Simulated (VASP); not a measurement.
# Al3FeCo2: relaxation of shape and atoms at fixed volume with PBE

Al3FeCo2:

```
Al Fe Co
1.0
     3.95665    0.00000    0.00000
    -1.97833    3.42656    0.00000
     0.00000    0.00000    4.84305
Al Fe Co
3 1 2
Direct
  0.00000 0.00000 0.00000
  0.66667 0.33333 0.33436
  0.33333 0.66667 0.66564
  0.00000 0.00000 0.50000
  0.33333 0.66667 0.16543
  0.66667 0.33333 0.83457
```

```
Program                : VASP 6.6.1
Task                   : relaxation of shape and atoms at fixed volume
Functional             : PBE
Potentials or basis    : VASP PAW PBE potentials, release 64 (Al, Fe, Co)
Cutoff                 : 600 eV
k mesh                 : 12 × 12 × 8
Occupations            : gaussian, width 0.1 eV
Spin                   : no spin polarisation
Dipole correction      : no
Further INCAR settings : ALGO = Fast; EDIFF = 1e-06; IBRION = 2; EDIFFG = -0.01; NSW = 50; ISIF = 4
```

```yaml
Energy_gained_by_relaxing: 0.0 meV/atom
Ionic_steps: 2
Pressure_after_relaxing: 12.5 GPa
Largest_force_after_relaxing: 0.004 eV/Å
Band_gap_on_the_k_mesh: zero (an odd number of electrons rules out a gap without spin polarisation)
```

Forces on the atoms (eV/Å):
```
Al   0.000  0.000  0.000
Al   0.000  0.000  0.004
Al   0.000  0.000 -0.004
Fe   0.000  0.000  0.000
Co   0.000  0.000  0.000
Co   0.000  0.000  0.000
```

Final structure:
```yaml
crystal:
  lattice:
    - [3.95662, 0.00000, 0.00000]
    - [-1.97831, 3.42653, 0.00000]
    - [0.00000, 0.00000, 4.84312]
  atoms:
    - { symbol: Al, position: [0.00000, 0.00000, 0.00000] }
    - { symbol: Al, position: [0.66667, 0.33333, 0.33430] }
    - { symbol: Al, position: [0.33333, 0.66667, 0.66570] }
    - { symbol: Fe, position: [0.00000, 0.00000, 0.50000] }
    - { symbol: Co, position: [0.33333, 0.66667, 0.16522] }
    - { symbol: Co, position: [0.66667, 0.33333, 0.83478] }
```

Levels at points of the mesh, in eV from the Fermi level:
```tsv
k point	band 15	band 16	band 17	band 18	band 19	band 20	band 21
(0.00, 0.00, 0.00)	-0.60	-0.23	-0.23	-0.17	3.32	3.32	3.56
(0.50, 0.00, 0.00)	-0.94	-0.88	-0.68	-0.52	0.46	1.67	2.06
(0.00, 0.00, 0.50)	-0.61	0.48	0.48	2.92	2.92	2.93	4.34
(0.50, 0.00, 0.50)	-1.03	-0.71	-0.55	-0.12	0.93	1.77	2.13
```

It took 9.5 min on 1 thread of Intel Xeon 8259CL (shared host), peak memory 0.39 GiB.

Caveat: the run has no spin polarisation, though such a crystal can be magnetic. Spin polarisation is off, so any magnetic state and its effect on volume and gap are missing.
